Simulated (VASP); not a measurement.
Input of a VASP 6.6.1 run:

The input INCAR:

```
SYSTEM = Te
ALGO = Normal
EDIFF = 1E-7
ENCUT = 520
GGA = PS
ISIF = 2
ISMEAR = -1
LASPH = .True.
LCHARG = .True.
LELF = .True.
LREAL = .False.
LVHAR = .True.
LWAVE = .False.
NBANDS = 13
NELM = 80
PREC = Accurate
SIGMA = 0.1
```

KPOINTS

```
k-points
0
Gamma
  9 9 9
  0 0 0
```

Contents of POSCAR:

```
Te
1.0
    0.0000000000      3.4331451393      3.4331451393
    3.4331451393      0.0000000000      3.4331451393
    3.4331451393      3.4331451393      0.0000000000
Te
2
Direct
    0.1250000000      0.1250000000      0.1250000000
    0.8750000000      0.8750000000      0.8750000000
```

Potentials or basis: VASP PAW PBE potentials, release 64 (Te).

Launch:

```bash
$ cat potpaw_PBE.64/Te/POTCAR > POTCAR
$ mpirun -np 1 vasp_std > vasp.out
```

(1) Predict the pressure.

(2) What does it give for the band gap on the k mesh?

## Answers

(1) 3.1 GPa.

(2) zero (bands 6 and 7 overlap by 1.04 eV).

Caveat: the cell stands under pressure; the PAW data sets were made with another functional, which shifts forces and pressure a little; spin-orbit coupling is left out, which moves the levels of the heavy elements.
